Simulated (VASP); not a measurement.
# Er (Fm-3m) in VASP: a series of runs, part 2 of 2

VASP 6.6.1. Earlier steps stand in the parts before.

**3. Single point, PBE, collinear spin, ferromagnetic start (volume scaled by 0.96)**

File INCAR:

```
PREC = Accurate
ENCUT = 520
EDIFF = 1E-6
ISMEAR = -1
SIGMA = 0.05
LREAL = F
LASPH = T
NELM = 150
ALGO = Normal
ISIF = 2
LWAVE = F
LCHARG = T
ISPIN = 2
MAGMOM = 3
LORBIT = 11
LMAXMIX = 6
GGA = PE
LELF = T
LVHAR = T
NBANDS = 21
```

File KPOINTS:

```
regular mesh
0
Gamma
  9 9 9
```

File POSCAR:

```
Er
1.0
    0.0000000000      2.4463279187      2.4463279187
    2.4463279187      0.0000000000      2.4463279187
    2.4463279187      2.4463279187      0.0000000000
Er
1
Direct
    0.0000000000      0.0000000000      0.0000000000
```

Potentials or basis: VASP PAW PBE potentials, release 64 (Er).

Started as:

```sh
$ cat potpaw_PBE.64/Er/POTCAR > POTCAR
$ mpirun -np 1 vasp_std > vasp.out
```

OUTCAR:

```text
PREC = Accurate
   ENCUT = 520
   EDIFF = 1E-6
   ISMEAR = -1
   LREAL = F
   LASPH = T
   NELM = 150
   ISIF = 2
   ISPIN = 2
   LORBIT = 11
   GGA = PE

 ion  position               nearest neighbor table
   1  0.000  0.000  0.000-

  LATTYP: Found a face centered cubic cell.
 ALAT       =     4.8926558374

  Lattice vectors:

 A1 = (   0.0000000000,   2.4463279187,   2.4463279187)
 A2 = (   2.4463279187,   0.0000000000,   2.4463279187)
 A3 = (   2.4463279187,   2.4463279187,   0.0000000000)

Analysis of symmetry for initial positions (statically):
=====================================================================
 Subroutine PRICEL returns:
 Original cell was already a primitive cell.

 Routine SETGRP: Setting up the symmetry group for a
 face centered cubic supercell.

 Subroutine GETGRP returns: Found 48 space group operations
 (whereof 48 operations were pure point group operations)
 out of a pool of 48 trial point group operations.

The static configuration has the point symmetry O_h .

Analysis of symmetry for dynamics (positions and initial velocities):
[... 754 lines left out ...]
     21      18.7001      0.00000

 [... further k-points ...]

 spin component 2

 k-point     1 :       0.0000    0.0000    0.0000
  band No.  band energies     occupation
      1     -45.6256      1.00000
      2     -19.6535      1.00000
      3     -19.6535      1.00000
      4     -19.6535      1.00000
      5      -2.6227      1.00000
      6       2.0634      0.99999
[... 565 lines left out ...]
     20      13.8107      0.00000
     21      18.8298      0.00000

 [... further k-points ...]

------------------------ aborting loop because EDIFF is reached ----------------------------------------

  FORCE on cell =-STRESS in cart. coord.  units (eV):
  Direction    XX          YY          ZZ          XY          YZ          ZX
  --------------------------------------------------------------------------------------
  -------------------------------------------------------------------------------------
  Total        0.7589378      0.7589378      0.7589378      0.0000000      0.0000000      0.0000000
  in kB       41.5281681     41.5281681     41.5281681      0.0000000      0.0000000      0.0000000
  external PRESSURE =      41.5281681 kB  Pullay stress =       0.0000000 kB

 VOLUME and BASIS-vectors are now :
 -----------------------------------------------------------------------------
  energy-cutoff  :      520.00
  volume of cell :       29.28
      direct lattice vectors                 reciprocal lattice vectors
     0.000000000  2.446327919  2.446327919    -0.204387971  0.204387971  0.204387971
     2.446327919  0.000000000  2.446327919     0.204387971 -0.204387971  0.204387971
     2.446327919  2.446327919  0.000000000     0.204387971  0.204387971 -0.204387971

 POSITION                                       TOTAL-FORCE (eV/Angst)
 -----------------------------------------------------------------------------------
      0.00000      0.00000      0.00000         0.000000      0.000000     -0.000000
 -----------------------------------------------------------------------------------
    total drift:                               -0.000000     -0.000000     -0.000000

  FREE ENERGIE OF THE ION-ELECTRON SYSTEM (eV)
  ---------------------------------------------------
  free  energy   TOTEN  =        -4.9822576063 eV

  energy  without entropy=       -4.9066968354  energy(sigma->0) =       -4.94447722

 total charge

# of ion       s       p       d       f       tot
--------------------------------------------------
    1        2.146   5.749   0.440  11.341  19.677

 magnetization (x)

# of ion       s       p       d       f       tot
--------------------------------------------------
    1        0.004  -0.023   0.006   2.446   2.433
```

OSZICAR:

```text
N       E                     dE             d eps       ncg     rms          rms(c)
DAV:   1     0.118644076241E+03    0.11864E+03   -0.76560E+03  4342   0.626E+03
DAV:   2     0.133017414854E+02   -0.10534E+03   -0.97390E+02  4393   0.474E+02
[... 16 lines left out ...]
DAV:  19    -0.498216359177E+01   -0.26917E-03   -0.89971E-04  5184   0.295E-01    0.165E-01
DAV:  20    -0.498225858709E+01   -0.94995E-04   -0.18014E-04  5417   0.133E-01    0.181E-01
DAV:  21    -0.498225769503E+01    0.89207E-06   -0.16865E-05  5350   0.748E-02    0.943E-02
DAV:  22    -0.498225677395E+01    0.92107E-06   -0.22047E-05  4069   0.441E-02    0.338E-02
DAV:  23    -0.498225761681E+01   -0.84286E-06   -0.14860E-05  3932   0.357E-02    0.768E-03
DAV:  24    -0.498225760633E+01    0.10479E-07   -0.15889E-06  2051   0.127E-02
   1 F= -.49822576E+01 E0= -.49444772E+01  d E =-.755608E-01  mag=     2.4181
```

Wall time 48 s (1 thread of Intel Xeon 6975P-C (Granite Rapids), shared host); peak memory 0.2 GiB.

Results:

| Quantity | Value |
| --- | --- |
| Free energy | -4.9823 eV |
| Pressure | 4.2 GPa |
| Net moment | 2.42 μB per cell |
| Site moments | Er +2.43 μB |
| Valence electrons inside the program's atomic spheres | Er 19.68 |

Levels at points of the mesh, in eV from the Fermi level:
Spin up:
```csv
k point,band 9,band 10,band 11,band 12,band 13,band 14,band 15,band 16
"(0.00, 0.00, 0.00)",-2.36,-1.77,-1.77,-1.77,2.64,2.64,2.64,5.25
```
Spin down:
| k point | band 8 | band 9 | band 10 | band 11 | band 12 | band 13 |
| --- | --- | --- | --- | --- | --- | --- |
| (0.00, 0.00, 0.00) | -0.58 | -0.06 | -0.06 | -0.06 | 0.17 | 2.83 |

Caveat: the cell differs from its parent crystal (volume scaled by 0.96); the magnetic or orbital state may not be the lowest; spin-orbit coupling is left out, which moves the levels of the heavy elements. The state reached can hang on the start; a lower one may exist.

**4. Single point, PBE, collinear spin, ferromagnetic start (volume scaled by 0.98)**

File INCAR:

```
SYSTEM = Er
ALGO = Normal ; EDIFF = 1E-6
ENCUT = 520 ; GGA = PE
ISIF = 2 ; ISMEAR = -1
ISPIN = 2 ; LASPH = .TRUE.
LCHARG = .TRUE. ; LELF = .TRUE.
LMAXMIX = 6 ; LORBIT = 11
LREAL = .FALSE. ; LVHAR = .TRUE.
LWAVE = .FALSE. ; MAGMOM = 3
NBANDS = 21 ; NELM = 150
PREC = Accurate ; SIGMA = 0.05
```

File KPOINTS:

```
k-points
0
G
  9 9 9
  0 0 0
```

File POSCAR:

```
Er
1.0
    0.0000000000      2.4631996789      2.4631996789
    2.4631996789      0.0000000000      2.4631996789
    2.4631996789      2.4631996789      0.0000000000
Er
1
Direct
    0.0000000000      0.0000000000      0.0000000000
```

Started as:

```sh
$ cat potpaw_PBE.64/Er/POTCAR > POTCAR
$ mpirun -np 1 vasp_std > vasp.out
```

Run time: 43 s. Hardware: 1 thread of Intel Xeon 6975P-C (Granite Rapids), shared host; peak memory 0.2 GiB.

It converged, with:

```yaml
Free_energy: -4.9970 eV
Pressure: 3.3 GPa
Net_moment: 2.42 μB per cell
Site_moments: Er +2.43 μB
Valence_electrons_inside_the_program's_atomic_spheres: Er 19.67
```

Levels at points of the mesh, in eV from the Fermi level:
Spin up:
```csv
k point,band 9,band 10,band 11,band 12,band 13,band 14,band 15,band 16
"(0.00, 0.00, 0.00)",-2.35,-1.77,-1.77,-1.77,2.62,2.62,2.62,5.17
```
Spin down:
```
           k point  band 8  band 9  band 10  band 11  band 12  band 13
(0.00, 0.00, 0.00)   -0.59   -0.06    -0.06    -0.06     0.18     2.81
```

Caveat: the cell differs from its parent crystal (volume scaled by 0.98); the magnetic or orbital state may not be the lowest; spin-orbit coupling is left out, which moves the levels of the heavy elements.

**5. Single point, PBE, collinear spin, ferromagnetic start**

This run uses another cell than the first one, of 30.50 Å³/atom, 1.064 times its volume.

File INCAR:

```
PREC = Accurate ; ENCUT = 520
EDIFF = 1E-6 ; ISMEAR = -1
SIGMA = 0.05 ; LREAL = False
LASPH = True ; NELM = 150
ALGO = Normal ; ISIF = 2
LWAVE = False ; LCHARG = True
ISPIN = 2 ; MAGMOM = 3
LORBIT = 11 ; LMAXMIX = 6
GGA = PE ; LELF = True
LVHAR = True ; NBANDS = 21
```

File KPOINTS:

```
regular mesh
0
Gamma
  9 9 9
```

File POSCAR:

```
Er
1.0
    0.0000000000      2.4798434248      2.4798434248
    2.4798434248      0.0000000000      2.4798434248
    2.4798434248      2.4798434248      0.0000000000
Er
1
Direct
    0.0000000000      0.0000000000      0.0000000000
```

Started as:

```sh
$ cat potpaw_PBE.64/Er/POTCAR > POTCAR
$ mpirun -np 1 vasp_std > vasp.out
```

It took 48 s on 1 thread of Intel Xeon 6975P-C (Granite Rapids), shared host; peak memory 0.2 GiB.

It converged, with:

- Free energy: -5.0092 eV
- Pressure: 2.9 GPa
- Net moment: 2.42 μB per cell
- Site moments: Er +2.43 μB
- Valence electrons inside the program's atomic spheres: Er 19.66

Levels at points of the mesh, in eV from the Fermi level:
Spin up:
```tsv
k point	band 9	band 10	band 11	band 12	band 13	band 14	band 15	band 16
(0.00, 0.00, 0.00)	-2.34	-1.77	-1.77	-1.77	2.59	2.59	2.59	5.09
```
Spin down:
| k point | band 7 | band 8 | band 9 | band 10 | band 11 | band 12 | band 13 | band 14 |
| --- | --- | --- | --- | --- | --- | --- | --- | --- |
| (0.00, 0.00, 0.00) | -0.59 | -0.59 | -0.06 | -0.06 | -0.06 | 0.19 | 2.79 | 2.79 |

Caveat: the magnetic or orbital state may not be the lowest; spin-orbit coupling is left out, which moves the levels of the heavy elements.

**6. Single point, PBE, collinear spin, ferromagnetic start (volume scaled by 1.02)**

File INCAR:

```
ALGO = Normal
EDIFF = 1E-6
ENCUT = 520
GGA = PE
ISIF = 2
ISMEAR = -1
ISPIN = 2
LASPH = T
LCHARG = F
LMAXMIX = 6
LORBIT = 11
LREAL = F
LWAVE = F
MAGMOM = 3
NBANDS = 21
NELM = 150
PREC = Accurate
SIGMA = 0.05
```

File KPOINTS:

```
k-points
0
Gamma
  9 9 9
```

File POSCAR:

```
Er
1.0
    0.0000000000      2.4962667076      2.4962667076
    2.4962667076      0.0000000000      2.4962667076
    2.4962667076      2.4962667076      0.0000000000
Er
1
Direct
    0.0000000000      0.0000000000      0.0000000000
```

Potentials or basis: VASP PAW PBE potentials, release 64 (Er).

Started as:

```sh
$ cat potpaw_PBE.64/Er/POTCAR > POTCAR
$ mpirun -np 1 vasp_std > vasp.out
```

Run time: 46 s. Hardware: 1 thread of Intel Xeon 6975P-C (Granite Rapids), shared host; peak memory 0.2 GiB.

The run converged. Its results:

```
Free energy                                           : -5.0191 eV
Pressure                                              : 2.2 GPa
Net moment                                            : 2.42 μB per cell
Site moments                                          : Er +2.42 μB
Valence electrons inside the program's atomic spheres : Er 19.65
```

Levels at points of the mesh, in eV from the Fermi level:
Spin up:
| k point | band 9 | band 10 | band 11 | band 12 | band 13 | band 14 | band 15 | band 16 |
| --- | --- | --- | --- | --- | --- | --- | --- | --- |
| (0.00, 0.00, 0.00) | -2.33 | -1.77 | -1.77 | -1.77 | 2.56 | 2.56 | 2.56 | 5.01 |
Spin down:
```
           k point  band 8  band 9  band 10  band 11  band 12  band 13
(0.00, 0.00, 0.00)   -0.60   -0.06    -0.06    -0.06     0.20     2.76
```

Caveat: the cell differs from its parent crystal (volume scaled by 1.02); the magnetic or orbital state may not be the lowest; spin-orbit coupling is left out, which moves the levels of the heavy elements. The state reached can hang on the start; a lower one may exist.

**7. Summary**

| cell | gap on the mesh (eV) | pressure (GPa) | moment (μB) |
| --- | --- | --- | --- |
| a = 3.435 Å, angles 60.0°, 1 atom | none | 4.9 | 2.42 |
| a = 3.460 Å, angles 60.0°, 1 atom | none | 4.2 | 2.42 |
| a = 3.483 Å, angles 60.0°, 1 atom | none | 3.3 | 2.42 |
| a = 3.507 Å, angles 60.0°, 1 atom | none | 2.9 | 2.42 |
| a = 3.530 Å, angles 60.0°, 1 atom | none | 2.2 | 2.42 |

Alike in all rows: task single point; level PBE; potentials or basis VASP PAW PBE potentials, release 64 (Er); spin collinear, ferromagnetic start; k mesh 9 × 9 × 9; cutoff (eV) 520; smearing fermi-dirac 0.05 eV.

Caveats: the magnetic or orbital state may not be the lowest; spin-orbit coupling is left out, which moves the levels of the heavy elements.

Total energies depend on the potentials used, so only differences within one code and one set of settings carry meaning.
